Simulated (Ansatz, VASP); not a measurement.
**Two plane-wave programs on TiC3**

```
Ti C
1.0
     3.04977    0.00000    0.00000
    -1.52488    2.64118    0.00000
     0.00000    0.00000    4.26055
Ti C
1 3
Direct
  0.66667 0.33333 0.00000
  0.66667 0.33333 0.50000
  0.33333 0.66667 0.32164
  0.33333 0.66667 0.67836
```

Change from the starting cell: species swapped into the GaAg3 type (P-6m2, No. 187).

Alike in both runs: functional PBE; k mesh 18 × 18 × 12; occupations gaussian, width 0.1 eV; no spin polarisation.

Ansatz relaxed the structure, and its values are those at the end. VASP's run is a single point on that final structure, the one shown.

```csv
,VASP,Ansatz
version,VASP 6.6.1,Ansatz 0.2.0
potentials or method,"VASP PAW PBE potentials, release 64 (Ti_sv, C), cutoff 520 eV","scalar-relativistic, plane waves, PAW"
valence electrons in the cell,24,24
```

|  | VASP | Ansatz | Ansatz less VASP |
| --- | --- | --- | --- |
| gap on the k mesh at the Fermi level (eV) | none | none | - |
| pressure (GPa) | 0.3 | 0.0 | -0.34 |
| rms of the force components (eV/Å) | 0.013 | 0.003 | -0.0100 |

A gap of «none» marks a metal or a gap that the smearing closes. With one functional, cell and mesh, what is left measures potentials, basis and numerics.
